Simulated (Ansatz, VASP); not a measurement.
One calculation of Si3Br, two programs

Contents of INCAR:

```
  ALGO = Normal
  EDIFF = 1E-6
  EDIFFG = -0.04
  ENCUT = 600
  GGA = PE
  IBRION = 2
  ISIF = 3
  ISMEAR = 0
  LASPH = True
  LCHARG = False
  LREAL = False
  LWAVE = False
  NELM = 100
  NSW = 90
  PREC = Accurate
  SIGMA = 0.1
```

KPOINTS

```
k-points
0
Gamma
  4 4 4
```

The input POSCAR:

```
Si3Br
1.0
    0.0000000000      3.6124783600      3.6124783600
    3.6124783600      0.0000000000      3.6124783600
    3.6124783600      3.6124783600      0.0000000000
Si Br
3 1
Direct
    0.2500000000      0.2500000000      0.2500000000
    0.7500000000      0.7500000000      0.7500000000
    0.5000000000      0.5000000000      0.5000000000
    0.0000000000      0.0000000000      0.0000000000
```

Input for Ansatz:

```yaml
crystal:
  lattice:
    - [0.0, 3.61247836, 3.61247836]
    - [3.61247836, 0.0, 3.61247836]
    - [3.61247836, 3.61247836, 0.0]
  atoms:
    - { symbol: Si, position: [0.25, 0.25, 0.25] }
    - { symbol: Si, position: [0.75, 0.75, 0.75] }
    - { symbol: Si, position: [0.5, 0.5, 0.5] }
    - { symbol: Br, position: [0.0, 0.0, 0.0] }
basis:
  ecutwfc: 420
kpoints:
  mp_grid: { grid: [4, 4, 4] }
hamiltonian:
  xc: pbe
scf:
  occupations: { method: gaussian, width: 0.1 }
  lower_state_search: "off"
output:
  forces: true
  stress: true
  eigenvalues: true
relax:
  adjacent_minimum: "off"
  f_tol: 0.04
  max_steps: 70
  cell: { stress_tol: 0.4 }
```

Alike in both runs: task relaxation of cell and atoms; functional PBE; k mesh 4 × 4 × 4; occupations gaussian, width 0.1 eV; no spin polarisation.

|  | VASP | Ansatz |
| --- | --- | --- |
| version | VASP 6.6.1 | Ansatz 0.2.0 |
| potentials or method | VASP PAW PBE potentials, release 64 (Si, Br), cutoff 600 eV | scalar-relativistic, plane waves, PAW |
| valence electrons in the cell | 19 | 19 |

```csv
,VASP,Ansatz,Ansatz less VASP
"gap on the k mesh at the Fermi level, each at its own relaxed structure (eV)",none,none,-
relaxed volume (Å³/atom),17.48,17.58,+0.097
relaxed length of the cell vector where the two differ most in proportion (Å),4.624,4.633,+0.0085
```

A gap of «none» marks a metal or a gap that the smearing closes.

The k mesh is coarse, so the values compare programs but aren't converged. Noted on VASP's run: the volume moved by over 15 % at a fixed basis, so the end points are rough; too few bands were computed for a metal, which touches its energy and stress.
